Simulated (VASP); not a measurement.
# Si5Mo (P6/mmm) in VASP: notebook

The runs below take Si5Mo through single point, relaxation of cell and atoms, with PBE.

All numbers are computed with VASP 6.6.1; they aren't measurements. Logs are shortened: lines on timing, memory, paths and dates and some standing lists are left out, and cuts for length are marked.

### 1 The cell of the first run

It takes space group P6/mmm (No. 191, hexagonal). The conventional cell has a = 8.357 Å, b = 8.357 Å, c = 2.336 Å, α = 90.00°, β = 90.00°, γ = 120.00°. Within 3.1 Å of Si (site symmetry mmm) lie 4 Si at 2.34 to 2.41 Å. Si (site symmetry -6m2) has 5 Si at 2.34 to 2.41 Å within 3.1 Å. Mo (site symmetry 6/mmm) has 2 Mo at 2.34 Å within 3.1 Å.

The cell was generated, and may not be a known phase.

### 2 Single point, PBE

Input file INCAR:

```
SYSTEM = Si5Mo
  ALGO = Normal
  EDIFF = 1E-6
  ENCUT = 520
  GGA = PE
  ISIF = 2
  ISMEAR = 0
  LASPH = .True.
  LCHARG = .True.
  LELF = .True.
  LREAL = .False.
  LVHAR = .True.
  LWAVE = .False.
  NBANDS = 26
  NELM = 80
  PREC = Accurate
  SIGMA = 0.1
```

Input file KPOINTS:

```
k-points
0
Gamma
  6 6 4
  0 0 0
```

Input file POSCAR:

```
Si5Mo
1.0
    8.3572367774      0.0000000048      0.0000000000
   -4.1786183928      7.2375793523      0.0000000000
    0.0000000000      0.0000000000      2.3358973159
Si Mo
5 1
Direct
    0.5000000000      0.0000000000      0.0000000000
    0.0000000000      0.5000000000      0.0000000000
    0.5000000000      0.5000000000      0.0000000000
    0.3333333333      0.6666666667      0.0000000000
    0.6666666667      0.3333333333      0.0000000000
    0.0000000000      0.0000000000      0.5000000000
```

Potentials or basis: VASP PAW PBE potentials, release 64 (Si, Mo_sv).

Command:

```console
> cat potpaw_PBE.64/Si/POTCAR potpaw_PBE.64/Mo_sv/POTCAR > POTCAR
> mpirun -np 1 vasp_std > vasp.out
```

OUTCAR:

```text
SYSTEM = Si5Mo
   EDIFF = 1E-6
   ENCUT = 520
   GGA = PE
   ISIF = 2
   ISMEAR = 0
   LASPH = .True.
   LREAL = .False.
   NELM = 80
   PREC = Accurate

 ion  position               nearest neighbor table
   1  0.500  0.000  0.000-   4 2.41   5 2.41
   2  0.000  0.500  0.000-   4 2.41   5 2.41
   3  0.500  0.500  0.000-   4 2.41   5 2.41
   4  0.333  0.667  0.000-   1 2.41   2 2.41   3 2.41
   5  0.667  0.333  0.000-   1 2.41   2 2.41   3 2.41
   6  0.000  0.000  0.500-

  LATTYP: Found a hexagonal cell.
 ALAT       =     8.3572367774
 C/A-ratio  =     0.2795059394

  Lattice vectors:

 A1 = (   8.3572367774,   0.0000000048,   0.0000000000)
 A2 = (  -4.1786183928,   7.2375793523,   0.0000000000)
 A3 = (   0.0000000000,   0.0000000000,   2.3358973159)

Analysis of symmetry for initial positions (statically):
=====================================================================
 Subroutine PRICEL returns:
 Original cell was already a primitive cell.

 Routine SETGRP: Setting up the symmetry group for a
 hexagonal supercell.

 Subroutine GETGRP returns: Found 24 space group operations
 (whereof 24 operations were pure point group operations)
 out of a pool of 24 trial point group operations.

The static configuration has the point symmetry D_6h.

Analysis of symmetry for dynamics (positions and initial velocities):
=====================================================================
 Subroutine PRICEL returns:
 Original cell was already a primitive cell.

 Routine SETGRP: Setting up the symmetry group for a
 hexagonal supercell.

 Subroutine GETGRP returns: Found 24 space group operations
 (whereof 24 operations were pure point group operations)
 out of a pool of 24 trial point group operations.

The dynamic configuration has the point symmetry D_6h.

 Subroutine INISYM returns: Found 24 space group operations
 (whereof 24 operations are pure point group operations),
 and found     1 'primitive' translations

----------------------------------------------------------------------------------------

                                     Primitive cell

  volume of cell :     141.2895

  direct lattice vectors                    reciprocal lattice vectors
     8.357236777  0.000000005  0.000000000     0.119656775  0.069083871  0.000000000
    -4.178618393  7.237579352  0.000000000    -0.000000000  0.138167742  0.000000000
     0.000000000  0.000000000  2.335897316     0.000000000  0.000000000  0.428101010

  length of vectors
     8.357236777  8.357236777  2.335897316     0.138167742  0.138167742  0.428101010

  position of ions in fractional coordinates (direct lattice)
     0.500000000  0.000000000  0.000000000
     0.000000000  0.500000000  0.000000000
     0.500000000  0.500000000  0.000000000
     0.333333333  0.666666667  0.000000000
     0.666666667  0.333333333  0.000000000
     0.000000000  0.000000000  0.500000000

  ion indices of the primitive-cell ions
   primitive index   ion index
                 1           1
                 2           2
                 3           3
                 4           4
                 5           5
                 6           6

----------------------------------------------------------------------------------------

 KPOINTS: k-points

Automatic generation of k-mesh.
 Grid dimensions read from file:
 generate k-points for:    6    6    4

 Generating k-lattice:

  Cartesian coordinates                     Fractional coordinates (reciprocal lattice)
     0.019942796  0.011513979  0.000000000     0.166666667  0.000000000  0.000000000
    -0.000000000  0.023027957  0.000000000    -0.000000000  0.166666667  0.000000000
     0.000000000  0.000000000  0.107025252     0.000000000  0.000000000  0.250000000

  Length of vectors
     0.023027957  0.023027957  0.107025252

  Shift w.r.t. Gamma in fractional coordinates (k-lattice)
     0.000000000  0.000000000  0.000000000

 Subroutine IBZKPT returns following result:
 ===========================================

 Found     21 irreducible k-points:

 Following reciprocal coordinates:
            Coordinates               Weight
  0.000000  0.000000  0.000000      1.000000
  0.166667 -0.000000  0.000000      6.000000
  0.333333 -0.000000  0.000000      6.000000
  0.500000  0.000000  0.000000      3.000000
  0.166667  0.166667  0.000000      6.000000
  0.333333  0.166667  0.000000     12.000000
[... 13 lines left out ...]
  0.333333  0.166667  0.500000     12.000000
  0.333333  0.333333  0.500000      2.000000
   k-points           NKPTS =     21   k-points in BZ     NKDIM =     21   number of bands    NBANDS=     26
   number of dos      NEDOS =    301   number of ions     NIONS =      6
   total plane-waves  NPLWV =  73728
   dimension x,y,z NGX =    64 NGY =   64 NGZ =   18
   dimension x,y,z NGXF=   128 NGYF=  128 NGZF=   36
   ions per type =               5   1
   NGX,Y,Z   is equivalent  to a cutoff of  12.73, 12.73, 12.81 a.u.
[... 39 lines left out ...]
   IVDW    =     0    specifies the selected vdW correction
   LEPSILON=     F    determine dielectric tensor
   LRPA    =     F    only Hartree local field effects (RPA)
 non-spin polarized calculation
 Gauss-broadening in eV      SIGMA  =   0.10
  energy-cutoff  :      520.00
  volume of cell :      141.29
 maximum number of plane-waves:      3846
 NGX is ok and might be reduce to    64
   NGX = 31   NGY = 31   NGZ =  9

 number of electron      34.0000000 magnetization

 Free energy of the ion-electron system (eV)
  ---------------------------------------------------
  ext. energy  EPLUGINS =         0.00000000
  ---------------------------------------------------
  free energy    TOTEN  =       -30.01744851 eV

  energy without entropy =      -29.99106895  energy(sigma->0) =      -30.00425873

 E-fermi :   4.6920     XC(G=0):  -9.0876

 val. band max:        4.6905262758   @ k =   0.3333   0.1667   0.0000
 cond. band min:       4.7419210797   @ k =   0.1667  -0.0000   0.2500
 fundamental gap:      0.0513948039
 Fermi energy:         4.6920101166

 k-point     1 :       0.0000    0.0000    0.0000
  band No.  band energies     occupation
      1     -56.4179      2.00000
      2     -30.4079      2.00000
      3     -30.4079      2.00000
      4     -28.7507      2.00000
      5      -7.8205      2.00000
      6      -6.2518      2.00000
[... 18 lines left out ...]
     25       8.6857      0.00000
     26       9.3641      0.00000

 k-point     2 :       0.1667   -0.0000    0.0000
  band No.  band energies     occupation
      1     -56.4179      2.00000
      2     -30.4079      2.00000
      3     -30.4079      2.00000
      4     -28.7507      2.00000
      5      -7.7730      2.00000
      6      -6.5253      2.00000
[... 18 lines left out ...]
     25       8.6857      0.00000
     26       9.6821      0.00000

 k-point     3 :       0.3333   -0.0000    0.0000
  band No.  band energies     occupation
      1     -56.4179      2.00000
      2     -30.4079      2.00000
      3     -30.4079      2.00000
      4     -28.7507      2.00000
      5      -7.6411      2.00000
      6      -6.9098      2.00000
[... 18 lines left out ...]
     25       8.6857      0.00000
     26       9.3513      0.00000

 k-point     4 :       0.5000    0.0000    0.0000
  band No.  band energies     occupation
      1     -56.4179      2.00000
      2     -30.4079      2.00000
      3     -30.4079      2.00000
      4     -28.7507      2.00000
      5      -7.5234      2.00000
      6      -7.1184      2.00000
[... 18 lines left out ...]
     25       8.6857      0.00000
     26       8.6875      0.00000
[... 409 lines left out ...]
      1     -55.8469      2.00000
      2     -31.9931      2.00000
      3     -29.9762      2.00000
      4     -29.9762      2.00000
      5      -1.3928      2.00000
      6      -1.1051      2.00000
[... 18 lines left out ...]
     25       8.2412      0.00000
     26       8.6551      0.00000

 k-point    20 :       0.3333    0.1667    0.5000
  band No.  band energies     occupation
      1     -55.8469      2.00000
      2     -31.9931      2.00000
      3     -29.9762      2.00000
      4     -29.9762      2.00000
      5      -1.2399      2.00000
      6      -0.9639      2.00000
[... 18 lines left out ...]
     25       8.8866      0.00000
     26       8.9483      0.00000

 k-point    21 :       0.3333    0.3333    0.5000
  band No.  band energies     occupation
      1     -55.8469      2.00000
      2     -31.9931      2.00000
      3     -29.9762      2.00000
      4     -29.9762      2.00000
      5      -1.0614      2.00000
      6      -1.0614      2.00000
[... 18 lines left out ...]
     25       9.2583      0.00000
     26       9.2583      0.00000

------------------------ aborting loop because EDIFF is reached ----------------------------------------

  FORCE on cell =-STRESS in cart. coord.  units (eV):
  Direction    XX          YY          ZZ          XY          YZ          ZX
  --------------------------------------------------------------------------------------
  -------------------------------------------------------------------------------------
  Total        0.1364112      0.1364112      0.1021952      0.0000000     -0.0000000      0.0000000
  in kB        1.5468591      1.5468591      1.1588614      0.0000000     -0.0000000      0.0000000
  external PRESSURE =       1.4175266 kB  Pullay stress =       0.0000000 kB

 VOLUME and BASIS-vectors are now :
 -----------------------------------------------------------------------------
  energy-cutoff  :      520.00
  volume of cell :      141.29
      direct lattice vectors                 reciprocal lattice vectors
     8.357236777  0.000000005  0.000000000     0.119656775  0.069083871  0.000000000
    -4.178618393  7.237579352  0.000000000    -0.000000000  0.138167742  0.000000000
     0.000000000  0.000000000  2.335897316     0.000000000  0.000000000  0.428101010

 POSITION                                       TOTAL-FORCE (eV/Angst)
 -----------------------------------------------------------------------------------
      4.17862      0.00000      0.00000        -0.000000     -0.000000     -0.000000
     -2.08931      3.61879      0.00000        -0.000000     -0.000000     -0.000000
      2.08931      3.61879      0.00000        -0.000000     -0.000000     -0.000000
     -0.00000      4.82505      0.00000         0.000000     -0.000000     -0.000000
      4.17862      2.41253      0.00000        -0.000000      0.000000      0.000000
      0.00000      0.00000      1.16795        -0.000000     -0.000000     -0.000000
 -----------------------------------------------------------------------------------
    total drift:                               -0.000000      0.000000     -0.000000

  FREE ENERGIE OF THE ION-ELECTRON SYSTEM (eV)
  ---------------------------------------------------
  free  energy   TOTEN  =       -30.0174485075 eV

  energy  without entropy=      -29.9910689533  energy(sigma->0) =      -30.00425873
```

Run time: 83 s. Hardware: 1 thread of Intel Xeon 8259CL, shared host; peak memory 0.25 GiB.

What came out:

```
Free energy            : -30.0174 eV
Pressure               : 0.1 GPa
Band gap on the k mesh : zero (bands 17 and 18 overlap by 0.91 eV)
```

Caveat: the k points lie up to 0.67 Å⁻¹ apart, too coarse for converged energies and pressures of a metal.

### 3 Relaxation of cell and atoms, PBE

This run uses another cell than the first one, of 15.80 Å³/atom.

Input file INCAR:

```
PREC = Accurate ; ENCUT = 600
EDIFF = 1E-7 ; ISMEAR = 0
SIGMA = 0.1 ; LREAL = F
LASPH = T ; NELM = 60
ALGO = Normal ; ISIF = 3
LWAVE = F ; LCHARG = F
GGA = PE ; IBRION = 2
NSW = 90 ; EDIFFG = -0.04
```

Input file KPOINTS:

```
regular mesh
0
Gamma
  6 6 4
```

Input file POSCAR:

```
Si5Mo
1.0
    5.0673714700      0.0000000000      0.0000000000
   -2.5336857400      4.3884724300      0.0000000000
    0.0000000000      0.0000000000      4.2633013400
Si Mo
5 1
Direct
    0.5000000000      0.0000000000      0.0000000000
    0.0000000000      0.5000000000      0.0000000000
    0.5000000000      0.5000000000      0.0000000000
    0.3333333300      0.6666666700      0.0000000000
    0.6666666700      0.3333333300      0.0000000000
    0.0000000000      0.0000000000      0.5000000000
```

Potentials or basis: VASP PAW PBE potentials, release 64 (Si, Mo_sv).

Command:

```console
> cat potpaw_PBE.64/Si/POTCAR potpaw_PBE.64/Mo_sv/POTCAR > POTCAR
> mpirun -np 1 vasp_std > vasp.out
```

Wall time 39 min (1 thread of Intel Xeon 8259CL, shared host); peak memory 0.24 GiB.

Results (log left out):

```
Free energy                           : -29.8505 eV
Relaxed volume                        : 23.21 Å³/atom
Relaxed cell                          : a = 8.297 Å, b = 8.297 Å, c = 2.336 Å, α = 90.00°, β = 90.00°, γ = 120.00°
Space group after relaxing (to 0.1 Å) : P6/mmm (No. 191)
Pressure after relaxing               : 0.0 GPa
Band gap on the k mesh                : zero (bands 17 and 18 overlap by 0.91 eV)
```

Final structure:
```
Si Mo
1.0
     8.29683    0.00000    0.00000
    -4.14842    7.18527    0.00000
     0.00000    0.00000    2.33608
Si Mo
5 1
Direct
  0.50000 0.00000 0.00000
  0.00000 0.50000 0.00000
  0.50000 0.50000 0.00000
  0.33333 0.66667 0.00000
  0.66667 0.33333 0.00000
  0.00000 0.00000 0.50000
```

Levels at points of the mesh, in eV from the Fermi level:
```tsv
k point	band 14	band 15	band 16	band 17	band 18	band 19	band 20	band 21
(0.00, 0.00, 0.00)	-2.27	-1.33	-0.83	-0.83	-0.77	-0.16	-0.16	2.59
(0.50, 0.00, 0.00)	-2.70	-1.79	-1.39	-0.60	-0.13	0.57	1.23	1.50
(0.00, 0.00, 0.50)	-3.04	-0.91	-0.65	-0.65	1.13	1.13	2.59	3.08
(0.50, 0.00, 0.50)	-2.69	-1.89	-1.69	-0.57	1.09	1.11	2.34	2.36
```

Caveat: the k points lie up to 0.67 Å⁻¹ apart in the final cell, too coarse for converged energies and pressures of a metal; the volume moved by over 15 % at a fixed basis, so the end points are rough.

### 4 Relaxation of cell and atoms, PBE

Input file INCAR:

```
  PREC = Accurate
  ENCUT = 600
  EDIFF = 1E-6
  ISMEAR = 0
  SIGMA = 0.1
  LREAL = F
  LASPH = T
  NELM = 60
  ALGO = Normal
  ISIF = 3
  LWAVE = F
  LCHARG = F
  GGA = PE
  IBRION = 2
  NSW = 90
  EDIFFG = -0.04
```

Input file KPOINTS:

```
regular mesh
0
Gamma
  3 3 8
```

Input file POSCAR:

```
Si5Mo
1.0
    8.3572367774      0.0000000000      0.0000000000
   -4.1786183887      7.2375793547      0.0000000000
    0.0000000000      0.0000000000      2.3358973159
Si Mo
5 1
Direct
    0.5000000000      0.0000000000      0.0000000000
    0.0000000000      0.5000000000      0.0000000000
    0.5000000000      0.5000000000      0.0000000000
    0.3333333333      0.6666666667      0.0000000000
    0.6666666667      0.3333333333      0.0000000000
    0.0000000000      0.0000000000      0.5000000000
```

Command:

```console
> cat potpaw_PBE.64/Si/POTCAR potpaw_PBE.64/Mo_sv/POTCAR > POTCAR
> mpirun -np 1 vasp_std > vasp.out
```

Run time: 5.6 min. Hardware: 1 thread of Intel Xeon 8259CL, shared host; peak memory 0.31 GiB.

It converged, with:

| Property | Result |
| --- | --- |
| Free energy | -30.2456 eV |
| Relaxed volume | 23.36 Å³/atom |
| Relaxed cell | a = 8.212 Å, b = 8.212 Å, c = 2.400 Å, α = 90.00°, β = 90.00°, γ = 120.00° |
| Space group after relaxing (to 0.1 Å) | P6/mmm (No. 191) |
| Energy gained by relaxing | 22.9 meV/atom |
| Ionic steps | 5 |
| Pressure after relaxing | -0.1 GPa |
| Band gap on the k mesh | zero (bands 17 and 18 overlap by 0.63 eV) |

Stress tensor (GPa, compression positive):
```
-0.01  0.00  0.00
 0.00 -0.01  0.00
 0.00  0.00 -0.14
```

Step by step:
| step | energy change (eV) | largest force (eV/Å) | pressure (GPa) | volume (Å³) |
| --- | --- | --- | --- | --- |
| 1 | 0.0000 | 0.0000 | 1.28 | 141.29 |
| 2 | -0.0114 | 0.0000 | -2.89 | 144.89 |
| 3 | -0.1254 | 0.0000 | -1.16 | 143.14 |
| 4 | -0.1254 | 0.0000 | -1.12 | 143.10 |
| 5 | -0.1376 | 0.0000 | -0.05 | 140.16 |

Final structure:
```yaml
crystal:
  lattice:
    - [8.21198, 0.00000, 0.00000]
    - [-4.10599, 7.11178, 0.00000]
    - [0.00000, 0.00000, 2.39987]
  atoms:
    - { symbol: Si, position: [0.50000, 0.00000, 0.00000] }
    - { symbol: Si, position: [0.00000, 0.50000, 0.00000] }
    - { symbol: Si, position: [0.50000, 0.50000, 0.00000] }
    - { symbol: Si, position: [0.33333, 0.66667, 0.00000] }
    - { symbol: Si, position: [0.66667, 0.33333, 0.00000] }
    - { symbol: Mo, position: [0.00000, 0.00000, 0.50000] }
```

Levels at points of the mesh, in eV from the Fermi level:
```csv
k point,band 14,band 15,band 16,band 17,band 18,band 19,band 20,band 21
"(0.00, 0.00, 0.00)",-2.02,-1.25,-0.80,-0.80,-0.46,0.34,0.34,3.29
"(0.00, 0.00, 0.50)",-2.78,-0.72,-0.72,-0.23,0.93,0.93,2.29,2.53
```

### 5 Single point, PBE, collinear spin

This run uses another cell than the first one, of 23.29 Å³/atom.

Input file INCAR:

```
SYSTEM = Si5Mo
  PREC = Accurate
  ENCUT = 520
  EDIFF = 1E-6
  ISMEAR = 0
  SIGMA = 0.1
  LREAL = .FALSE.
  LASPH = .TRUE.
  NELM = 150
  ALGO = Normal
  ISIF = 2
  LWAVE = .FALSE.
  LCHARG = .FALSE.
  ISPIN = 2
  MAGMOM = 0 0 0 0 0 1
  LORBIT = 11
  LMAXMIX = 4
  GGA = PE
  NBANDS = 30
```

Input file KPOINTS:

```
regular mesh
0
G
  3 3 8
  0 0 0
```

Edit POSCAR of step 4 so:

```diff
@@ -2,5 +2,5 @@
 1.0
-    8.3572367774      0.0000000000      0.0000000000
-   -4.1786183887      7.2375793547      0.0000000000
-    0.0000000000      0.0000000000      2.3358973159
+    8.2034029429      0.0000000000      0.0000000000
+   -4.1017014715      7.1043553461      0.0000000000
+    0.0000000000      0.0000000000      2.3974419406
 Si Mo
```

Command:

```console
> cat potpaw_PBE.64/Si/POTCAR potpaw_PBE.64/Mo_sv/POTCAR > POTCAR
> mpirun -np 1 vasp_std > vasp.out
```

It took 16 min on 1 thread of Intel Xeon 8259CL, shared host; peak memory 0.35 GiB.

Results (log left out):

| Property | Result |
| --- | --- |
| Free energy | -30.2454 eV |
| Pressure | 0.2 GPa |
| Net moment | -0.05 μB per cell |
| Site moments | Si +0.00; Mo -0.03 μB |
| Valence electrons inside the program's atomic spheres | Si 1.64, 1.69 (each value once); Mo 12.37 |

Stress tensor (GPa, compression positive):
```
0.21 0.00 0.00
0.00 0.21 0.00
0.00 0.00 0.31
```

Levels at points of the mesh, in eV from the Fermi level:
Spin up:
```
           k point  band 13  band 14  band 15  band 16  band 17  band 18  band 19  band 20  band 21  band 22
(0.00, 0.00, 0.00)    -2.03    -2.03    -1.22    -0.75    -0.75    -0.46     0.34     0.34     3.30     3.58
(0.00, 0.00, 0.50)    -2.78    -2.78    -0.72    -0.72    -0.23     0.99     0.99     2.33     2.56     2.93
```
Spin down:
```
           k point  band 13  band 14  band 15  band 16  band 17  band 18  band 19  band 20  band 21  band 22
(0.00, 0.00, 0.00)    -2.03    -2.03    -1.28    -0.85    -0.85    -0.45     0.34     0.34     3.30     3.55
(0.00, 0.00, 0.50)    -2.79    -2.79    -0.72    -0.72    -0.23     0.88     0.88     2.29     2.56     2.93
```

### 6 The runs side by side

```csv
task,spin,cell,k mesh,cutoff (eV),gap on the mesh (eV),pressure (GPa),relaxed volume (Å³/atom)
single point,off,"a = 8.357, b = 8.357, c = 2.336 Å, angles 90.0, 90.0, 120.0°, 6 atoms",6 × 6 × 4,520,none,0.1,-
relaxation of cell and atoms,off,"relaxed from a = 5.067, b = 5.067, c = 4.263 Å, angles 90.0, 90.0, 120.0°, 6 atoms",6 × 6 × 4,600,none,0.0,23.21
relaxation of cell and atoms,off,"relaxed from a = 8.357, b = 8.357, c = 2.336 Å, angles 90.0, 90.0, 120.0°, 6 atoms",3 × 3 × 8,600,none,-0.1,23.36
single point,collinear,"a = 8.203, b = 8.203, c = 2.397 Å, angles 90.0, 90.0, 120.0°, 6 atoms",3 × 3 × 8,520,none,0.2,-
```

Alike in all rows: level PBE; potentials or basis VASP PAW PBE potentials, release 64 (Si, Mo_sv); smearing gaussian 0.1 eV.

Caveats: some runs use coarse meshes; the volume moved by over 15 % at a fixed basis, so the end points are rough (at least some runs).

Absolute energies hang on the potentials; compare differences alone.

The gap in the log of VASP goes by the Fermi energy; the results here count the filled bands.